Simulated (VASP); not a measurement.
# Zn (R-3m) in VASP: notebook

Zn is run at these levels: PBEsol; tasks: single point.

Everything below comes from runs of VASP 6.6.1. Logs are shortened: lines on timing, memory, paths and dates and some standing lists are left out, and cuts for length are marked.

## 1. The cell of the first run

Symmetry: R-3m, No. 166, trigonal system. Conventional cell: a = 3.549 Å, b = 3.549 Å, c = 3.941 Å, α = 90.00°, β = 90.00°, γ = 120.00°. Within 3.2 Å of Zn (site symmetry -3m) lie 6 Zn at 2.43 Å.

## 2. Single point, PBEsol (14.33 Å³/atom)

File INCAR:

```
SYSTEM = Zn
PREC = Accurate ; ENCUT = 520
EDIFF = 1E-6 ; ISMEAR = 0
SIGMA = 0.15 ; LREAL = .FALSE.
LASPH = .TRUE. ; NELM = 100
ALGO = Fast ; ISIF = 2
LWAVE = .FALSE. ; LCHARG = .FALSE.
GGA = PS ; NBANDS = 12
```

File KPOINTS:

```
Automatic mesh
0
G
  22 22 22
  0 0 0
```

File POSCAR:

```
Zn
1.0
   -0.9146434277      1.5948958838      1.5948958838
    1.5948958838     -0.9146434277      1.5948958838
    1.5948958838      1.5948958838     -0.9146434277
Zn
1
Direct
    0.0000000000      0.0000000000      0.0000000000
```

Potentials or basis: VASP PAW PBE potentials, release 64 (Zn).

Command:

```sh
$ cat potpaw_PBE.64/Zn/POTCAR > POTCAR
$ mpirun -np 1 vasp_std > vasp.out
```

OUTCAR:

```text
SYSTEM = Zn
   PREC = Accurate
   ENCUT = 520
   EDIFF = 1E-6
   ISMEAR = 0
   LREAL = .FALSE.
   LASPH = .TRUE.
   NELM = 100
   ISIF = 2
   GGA = PS

 ion  position               nearest neighbor table
   1  0.000  0.000  0.000-

  LATTYP: Found a trigonal (rhomboedric) cell.
 ALAT       =     2.4339183142
 COS(alpha) =    -0.0631046292

  Lattice vectors:

 A1 = (  -0.9146434277,   1.5948958838,   1.5948958838)
 A2 = (   1.5948958838,  -0.9146434277,   1.5948958838)
 A3 = (   1.5948958838,   1.5948958838,  -0.9146434277)

Analysis of symmetry for initial positions (statically):
=====================================================================
 Subroutine PRICEL returns:
 Original cell was already a primitive cell.

 Routine SETGRP: Setting up the symmetry group for a
 trigonal (rhombohedral) supercell.

 Subroutine GETGRP returns: Found 12 space group operations
 (whereof 12 operations were pure point group operations)
 out of a pool of 12 trial point group operations.

The static configuration has the point symmetry D_3d.

Analysis of symmetry for dynamics (positions and initial velocities):
=====================================================================
 Subroutine PRICEL returns:
 Original cell was already a primitive cell.

 Routine SETGRP: Setting up the symmetry group for a
 trigonal (rhombohedral) supercell.

 Subroutine GETGRP returns: Found 12 space group operations
 (whereof 12 operations were pure point group operations)
 out of a pool of 12 trial point group operations.

The dynamic configuration has the point symmetry D_3d.

 Subroutine INISYM returns: Found 12 space group operations
 (whereof 12 operations are pure point group operations),
 and found     1 'primitive' translations

----------------------------------------------------------------------------------------

                                     Primitive cell

  volume of cell :      14.3284

  direct lattice vectors                    reciprocal lattice vectors
    -0.914643428  1.594895884  1.594895884    -0.119142415  0.279337097  0.279337097
     1.594895884 -0.914643428  1.594895884     0.279337097 -0.119142415  0.279337097
     1.594895884  1.594895884 -0.914643428     0.279337097  0.279337097 -0.119142415

  length of vectors
     2.433918314  2.433918314  2.433918314     0.412617672  0.412617672  0.412617672

  position of ions in fractional coordinates (direct lattice)
     0.000000000  0.000000000  0.000000000

  ion indices of the primitive-cell ions
   primitive index   ion index
                 1           1

----------------------------------------------------------------------------------------

 KPOINTS: Automatic mesh

Automatic generation of k-mesh.
 Grid dimensions read from file:
 generate k-points for:   22   22   22

 Generating k-lattice:

  Cartesian coordinates                     Fractional coordinates (reciprocal lattice)
    -0.005415564  0.012697141  0.012697141     0.045454545  0.000000000  0.000000000
     0.012697141 -0.005415564  0.012697141     0.000000000  0.045454545  0.000000000
     0.012697141  0.012697141 -0.005415564     0.000000000  0.000000000  0.045454545

  Length of vectors
     0.018755349  0.018755349  0.018755349

  Shift w.r.t. Gamma in fractional coordinates (k-lattice)
     0.000000000  0.000000000  0.000000000

 Subroutine IBZKPT returns following result:
 ===========================================

 Found   1024 irreducible k-points:

 Following reciprocal coordinates:
            Coordinates               Weight
  0.000000  0.000000  0.000000      1.000000
  0.045455  0.000000  0.000000      6.000000
  0.090909  0.000000  0.000000      6.000000
  0.136364 -0.000000  0.000000      6.000000
  0.181818 -0.000000 -0.000000      6.000000
  0.227273  0.000000  0.000000      6.000000
[... 16 lines left out ...]
  0.500000  0.045455 -0.000000     12.000000
 -0.454545  0.045455 -0.000000     12.000000
 [... further k-points ...]
   k-points           NKPTS =   1024   k-points in BZ     NKDIM =   1024   number of bands    NBANDS=     12
   number of dos      NEDOS =    301   number of ions     NIONS =      1
   total plane-waves  NPLWV =   5832
   dimension x,y,z NGX =    18 NGY =   18 NGZ =   18
   dimension x,y,z NGXF=    36 NGYF=   36 NGZF=   36
   ions per type =               1
   NGX,Y,Z   is equivalent  to a cutoff of  12.29, 12.29, 12.29 a.u.
   NGXF,Y,Z  is equivalent  to a cutoff of  24.59, 24.59, 24.59 a.u.
 SYSTEM =  Zn
   PREC   = accura    normal or accurate (medium, high low for compatibility)
   ISTART =      0    job   : 0-new  1-cont  2-samecut
   ICHARG =      2    charge: 1-file 2-atom 10-const
   ISPIN  =      1    spin polarized calculation?
   LNONCOLLINEAR =      F non collinear calculations
   LSORBIT =      F    spin-orbit coupling
   LASPH  =      T    aspherical Exc in radial PAW
   ENCUT  =  520.0 eV  38.22 Ry    6.18 a.u.   4.53  4.53  4.53*2*pi/ulx,y,z
   NELM   =    100;   NELMIN=  2; NELMDL= -5     # of ELM steps
   EDIFF  = 0.1E-05   stopping-criterion for ELM
   LREAL  =      F    real-space projection
   EDIFFG = 0.1E-04   stopping-criterion for IOM
   NSW    =      0    number of steps for IOM
   IBRION =     -1    ionic relax: 0-MD 1-quasi-New 2-CG
   NFREE  =      0    steps in history (QN), initial steepest desc. (CG)
   ISIF   =      2    stress and relaxation
   ISYM   =      2    0-nonsym 1-usesym 2-fastsym
   POTIM  = 0.5000    time-step for ionic-motion
   TEBEG  =    0.0;   TEEND  =   0.0 temperature during run
   PSTRESS=    0.0 pullay stress
   NELECT =      12.0000    total number of electrons
   NUPDOWN=      -1.0000    fix difference up-down
   EMIN   =  10.00;   EMAX   =-10.00  energy-range for DOS
   EFERMI =   0.00;   METHOD = LEGACY
   ISMEAR =     0;   SIGMA  =   0.15  broadening in eV -4-tet -1-fermi 0-gaus
   EFERMI_NEDOS =   21; number of points for ismear=-14 and -15
   IALGO  =     68    algorithm
   IMIX   =      4    mixing-type and parameters
     AMIX     =   0.40;   BMIX     =  1.00
     AMIX_MAG =   1.60;   BMIX_MAG =  1.00
  volume/ion in A,a.u.               =      14.33        96.69
  Fermi-wavevector in a.u.,A,eV,Ry     =   1.543131  2.916094 32.398899  2.381252
  Thomas-Fermi vector in A             =   2.648837
   LORBIT       =      0    0 simple, 1 ext, 2 COOP (PROOUT), +10 PAW based schemes
   GGA     = PS    functional components
   LHFCALC =     F    Hartree Fock is set to
   AEXX    =    0.0000 exact exchange contribution
   IVDW    =     0    specifies the selected vdW correction
   LEPSILON=     F    determine dielectric tensor
   LRPA    =     F    only Hartree local field effects (RPA)
 non-spin polarized calculation
 RMM-DIIS sequential band-by-band and
 Gauss-broadening in eV      SIGMA  =   0.15
  energy-cutoff  :      520.00
  volume of cell :       14.33
 maximum number of plane-waves:       407
   NGX =  9   NGY =  9   NGZ =  9

 number of electron      12.0000028 magnetization

 Free energy of the ion-electron system (eV)
  ---------------------------------------------------
  ext. energy  EPLUGINS =         0.00000000
  ---------------------------------------------------
  free energy    TOTEN  =        -1.20720898 eV

  energy without entropy =       -1.20364908  energy(sigma->0) =       -1.20542903

 E-fermi :   3.1490     XC(G=0): -11.9590

 val. band max:        3.1489430234   @ k =   0.4091   0.4091   0.1364
 cond. band min:       3.1691045747   @ k =  -0.1364  -0.4091   0.0909
 fundamental gap:      0.0201615513
 Fermi energy:         3.1490042763

 k-point     1 :       0.0000    0.0000    0.0000
  band No.  band energies     occupation
      1      -7.5560      2.00000
      2      -5.5377      2.00000
      3      -5.5377      2.00000
      4      -3.8328      2.00000
      5      -3.7985      2.00000
      6      -3.7985      2.00000
      7      17.4532      0.00000
      8      17.6095      0.00000
      9      17.6095      0.00000
     10      20.6602      0.00000
     11      20.6602      0.00000
     12      24.4563      0.00000

 k-point     2 :       0.0455    0.0000    0.0000
  band No.  band energies     occupation
      1      -7.5013      2.00000
      2      -5.5339      2.00000
      3      -5.5202      2.00000
      4      -3.8402      2.00000
      5      -3.8089      2.00000
      6      -3.8009      2.00000
      7      16.5310      0.00000
      8      17.5706      0.00000
      9      17.6670      0.00000
     10      20.7042      0.00000
     11      21.4880      0.00000
     12      24.7720      0.00000

 k-point     3 :       0.0909    0.0000    0.0000
  band No.  band energies     occupation
      1      -7.3396      2.00000
      2      -5.5228      2.00000
      3      -5.4668      2.00000
      4      -3.8670      2.00000
      5      -3.8392      2.00000
      6      -3.8028      2.00000
      7      14.7188      0.00000
      8      17.7525      0.00000
      9      17.8375      0.00000
     10      20.8369      0.00000
     11      22.5199      0.00000
     12      25.9131      0.00000
[... 286 lines left out ...]
 k-point    23 :       0.5000    0.0455   -0.0000
  band No.  band energies     occupation
      1      -5.3671      2.00000
      2      -5.3324      2.00000
      3      -4.3331      2.00000
      4      -4.2867      2.00000
      5      -3.7756      2.00000
      6      -0.5886      2.00000
      7       0.5528      2.00000
      8      21.3002      0.00000
      9      22.3274      0.00000
     10      24.7207      0.00000
     11      25.5864      0.00000
     12      26.1471      0.00000

 k-point    24 :      -0.4545    0.0455   -0.0000
  band No.  band energies     occupation
      1      -5.3822      2.00000
      2      -5.3359      2.00000
      3      -4.3331      2.00000
      4      -4.2777      2.00000
      5      -3.7763      2.00000
      6      -1.3745      2.00000
      7       1.4634      2.00000
      8      21.8860      0.00000
      9      22.1496      0.00000
     10      23.8205      0.00000
     11      25.3655      0.00000
     12      25.7484      0.00000

 [... further k-points ...]

------------------------ aborting loop because EDIFF is reached ----------------------------------------

  FORCE on cell =-STRESS in cart. coord.  units (eV):
  Direction    XX          YY          ZZ          XY          YZ          ZX
  --------------------------------------------------------------------------------------
  -------------------------------------------------------------------------------------
  Total        1.3444906      1.3444906      1.3444906     -0.1731694     -0.1731694     -0.1731694
  in kB      150.3386401    150.3386401    150.3386401    -19.3635072    -19.3635072    -19.3635072
  external PRESSURE =     150.3386401 kB  Pullay stress =       0.0000000 kB

 VOLUME and BASIS-vectors are now :
 -----------------------------------------------------------------------------
  energy-cutoff  :      520.00
  volume of cell :       14.33
      direct lattice vectors                 reciprocal lattice vectors
    -0.914643428  1.594895884  1.594895884    -0.119142415  0.279337097  0.279337097
     1.594895884 -0.914643428  1.594895884     0.279337097 -0.119142415  0.279337097
     1.594895884  1.594895884 -0.914643428     0.279337097  0.279337097 -0.119142415

 POSITION                                       TOTAL-FORCE (eV/Angst)
 -----------------------------------------------------------------------------------
      0.00000      0.00000      0.00000        -0.000000      0.000000     -0.000000
 -----------------------------------------------------------------------------------
    total drift:                                0.000000     -0.000000      0.000000

  FREE ENERGIE OF THE ION-ELECTRON SYSTEM (eV)
  ---------------------------------------------------
  free  energy   TOTEN  =        -1.2072089782 eV

  energy  without entropy=       -1.2036490752  energy(sigma->0) =       -1.20542903
```

Wall time 2.2 min (1 thread of Intel Xeon 8259CL, shared host); peak memory 0.27 GiB.

What came out:

```yaml
Free_energy: -1.2072 eV
Pressure: 15.0 GPa
Band_gap_on_the_k_mesh: zero (bands 6 and 7 overlap by 8.40 eV)
```

Stress tensor (GPa, compression positive):
```
15.03 -1.94 -1.94
-1.94 15.03 -1.94
-1.94 -1.94 15.03
```

Levels at points of the mesh, in eV from the Fermi level:
```tsv
k point	band 3	band 4	band 5	band 6	band 7	band 8	band 9	band 10
(0.00, 0.00, 0.00)	-8.69	-6.98	-6.95	-6.95	14.30	14.46	14.46	17.51
(0.50, 0.00, 0.00)	-7.45	-7.43	-6.92	-3.82	-2.63	19.10	19.13	21.87
(0.50, 0.50, 0.00)	-7.39	-7.33	-6.56	0.56	2.20	3.85	7.03	24.65
(0.50, 0.50, 0.50)	-8.20	-6.53	-6.53	5.78	5.78	7.66	11.27	11.27
```

Caveat: the cell stands under pressure; the PAW data sets were made with another functional, which shifts forces and pressure a little.

## 3. Single point, PBEsol (14.33 Å³/atom)

File INCAR:

```
  PREC = Accurate
  ENCUT = 520
  EDIFF = 1E-7
  ISMEAR = 0
  SIGMA = 0.15
  LREAL = F
  LASPH = T
  NELM = 60
  ALGO = Fast
  ISIF = 2
  LWAVE = F
  LCHARG = F
  GGA = PS
  NBANDS = 12
```

File KPOINTS:

```
regular mesh
0
Gamma
  22 22 22
```

File POSCAR:

```
Zn
1.0
   -1.7326699698      1.5366214604      1.5366214604
    1.5366214604     -1.7326699698      1.5366214604
    1.5366214604      1.5366214604     -1.7326699698
Zn
1
Direct
    0.0000000000      0.0000000000      0.0000000000
```

Potentials or basis: VASP PAW PBE potentials, release 64 (Zn).

Command:

```sh
$ cat potpaw_PBE.64/Zn/POTCAR > POTCAR
$ mpirun -np 1 vasp_std > vasp.out
```

OUTCAR:

```text
PREC = Accurate
   ENCUT = 520
   EDIFF = 1E-7
   ISMEAR = 0
   LREAL = F
   LASPH = T
   NELM = 60
   ISIF = 2
   GGA = PS

 ion  position               nearest neighbor table
   1  0.000  0.000  0.000-

  LATTYP: Found a trigonal (rhomboedric) cell.
 ALAT       =     2.7793085920
 COS(alpha) =    -0.3836738462

  Lattice vectors:

 A1 = (  -1.7326699698,   1.5366214604,   1.5366214604)
 A2 = (   1.5366214604,  -1.7326699698,   1.5366214604)
 A3 = (   1.5366214604,   1.5366214604,  -1.7326699698)

Analysis of symmetry for initial positions (statically):
=====================================================================
 Subroutine PRICEL returns:
 Original cell was already a primitive cell.

 Routine SETGRP: Setting up the symmetry group for a
 trigonal (rhombohedral) supercell.

 Subroutine GETGRP returns: Found 12 space group operations
 (whereof 12 operations were pure point group operations)
 out of a pool of 12 trial point group operations.

The static configuration has the point symmetry D_3d.

[... 168 lines left out ...]
  band No.  band energies     occupation
      1      -7.5434      2.00000
      2      -5.1407      2.00000
      3      -4.4260      2.00000
      4      -4.4260      2.00000
      5      -3.8058      2.00000
      6      -3.8058      2.00000
      7      19.4123      0.00000
      8      19.4123      0.00000
      9      21.7636      0.00000
     10      23.2490      0.00000
     11      23.2490      0.00000
     12      25.2570      0.00000
[... 331 lines left out ...]
 k-point    24 :      -0.4545    0.0455    0.0000
  band No.  band energies     occupation
      1      -5.2356      2.00000
      2      -4.7858      2.00000
      3      -4.1100      2.00000
      4      -4.0448      2.00000
      5      -3.5796      2.00000
      6      -0.0967      2.00000
      7       6.4022      0.00000
      8      13.7907      0.00000
      9      15.4770      0.00000
     10      20.0242      0.00000
     11      21.3179      0.00000
     12      27.4490      0.00000

 [... further k-points ...]

------------------------ aborting loop because EDIFF is reached ----------------------------------------

  FORCE on cell =-STRESS in cart. coord.  units (eV):
  Direction    XX          YY          ZZ          XY          YZ          ZX
  --------------------------------------------------------------------------------------
  -------------------------------------------------------------------------------------
  Total        0.6230351      0.6230351      0.6230351      0.8069674      0.8069674      0.8069674
  in kB       69.6667167     69.6667167     69.6667167     90.2337146     90.2337146     90.2337146
  external PRESSURE =      69.6667167 kB  Pullay stress =       0.0000000 kB

 VOLUME and BASIS-vectors are now :
 -----------------------------------------------------------------------------
  energy-cutoff  :      520.00
  volume of cell :       14.33
      direct lattice vectors                 reciprocal lattice vectors
    -1.732669970  1.536621460  1.536621460     0.044732117  0.350608795  0.350608795
     1.536621460 -1.732669970  1.536621460     0.350608795  0.044732117  0.350608795
     1.536621460  1.536621460 -1.732669970     0.350608795  0.350608795  0.044732117

 POSITION                                       TOTAL-FORCE (eV/Angst)
 -----------------------------------------------------------------------------------
      0.00000      0.00000      0.00000        -0.000000      0.000000     -0.000000
 -----------------------------------------------------------------------------------
    total drift:                                0.000000      0.000000      0.000000

  FREE ENERGIE OF THE ION-ELECTRON SYSTEM (eV)
  ---------------------------------------------------
  free  energy   TOTEN  =        -1.3976835393 eV

  energy  without entropy=       -1.3945970126  energy(sigma->0) =       -1.39614028
```

OSZICAR:

```text
N       E                     dE             d eps       ncg     rms          rms(c)
DAV:   1     0.415021465309E+02    0.41502E+02   -0.65698E+03 25600   0.160E+03
DAV:   2    -0.344463326872E+00   -0.41847E+02   -0.39384E+02 25424   0.214E+02
DAV:   3    -0.155038600642E+01   -0.12059E+01   -0.12039E+01 28368   0.362E+01
DAV:   4    -0.155296082638E+01   -0.25748E-02   -0.25747E-02 27000   0.161E+00
DAV:   5    -0.155296255349E+01   -0.17271E-05   -0.17274E-05 28328   0.408E-02    0.350E+00
RMM:   6    -0.140956709700E+01    0.14340E+00   -0.33133E-01 30252   0.779E+00    0.249E+00
RMM:   7    -0.140197294839E+01    0.75941E-02   -0.10798E-02 31424   0.157E+00    0.123E+00
RMM:   8    -0.139774300291E+01    0.42299E-02   -0.18665E-03 30197   0.389E-01    0.765E-02
RMM:   9    -0.139769431854E+01    0.48684E-04   -0.50290E-04 32198   0.347E-01    0.632E-02
RMM:  10    -0.139768394371E+01    0.10375E-04   -0.28467E-05 31793   0.595E-02    0.610E-03
RMM:  11    -0.139768357044E+01    0.37327E-06   -0.29665E-06 30556   0.175E-02    0.242E-03
RMM:  12    -0.139768353931E+01    0.31133E-07   -0.27061E-07 25334   0.617E-03
   1 F= -.13976835E+01 E0= -.13961403E+01  d E =-.308653E-02
```

stdout:

```text
POSCAR found type information on POSCAR Zn
 POSCAR found :  1 types and       1 ions
 scaLAPACK will be used
 -----------------------------------------------------------------------------
|                                                                             |
|                                                                             |
|     You enforced a specific xc type in the INCAR file but a different       |
|     I HOPE YOU KNOW WHAT YOU ARE DOING!                                     |
|                                                                             |
 -----------------------------------------------------------------------------

 LDA part: xc-table for (Slater+PW92), standard interpolation
 POSCAR, INCAR and KPOINTS ok, starting setup
 FFT: planning ... GRIDC
 FFT: planning ... GRID_SOFT
 FFT: planning ... GRID
 WAVECAR not read
 entering main loop
WARNING in EDDRMM: call to ZHEGV failed, returncode =   8  4     11
WARNING in EDDRMM: call to ZHEGV failed, returncode =   6  3     10
WARNING in EDDRMM: call to ZHEGV failed, returncode =   6  3     10
WARNING in EDDRMM: call to ZHEGV failed, returncode =   6  3     12
WARNING in EDDRMM: call to ZHEGV failed, returncode =   6  3      9
WARNING in EDDRMM: call to ZHEGV failed, returncode =   6  3     11
WARNING in EDDRMM: call to ZHEGV failed, returncode =   6  3      9
WARNING in EDDRMM: call to ZHEGV failed, returncode =   8  4     10
WARNING in EDDRMM: call to ZHEGV failed, returncode =   6  3     10
WARNING in EDDRMM: call to ZHEGV failed, returncode =   6  3     12
```

It took 3.3 min on 1 thread of Intel Xeon 8259CL, shared host; peak memory 0.29 GiB.

Results:

```yaml
Free_energy: -1.3977 eV
Pressure: 7.0 GPa
Band_gap_on_the_k_mesh: zero (bands 6 and 7 overlap by 5.66 eV)
```

Levels at points of the mesh, in eV from the Fermi level:
| k point | band 4 | band 5 | band 6 | band 7 | band 8 | band 9 |
| --- | --- | --- | --- | --- | --- | --- |
| (0.00, 0.00, 0.00) | -7.67 | -7.05 | -7.05 | 16.17 | 16.17 | 18.52 |
| (0.50, 0.00, 0.00) | -7.27 | -6.71 | -1.82 | 1.14 | 11.13 | 12.97 |
| (0.50, 0.50, 0.00) | -7.03 | -6.88 | -3.42 | -2.00 | 9.67 | 14.02 |
| (0.50, 0.50, 0.50) | -7.08 | -6.57 | 3.66 | 5.40 | 5.40 | 9.05 |

Caveat: the cell stands under pressure; the PAW data sets were made with another functional, which shifts forces and pressure a little.

The gap in the log of VASP goes by the Fermi energy; the results here count the filled bands.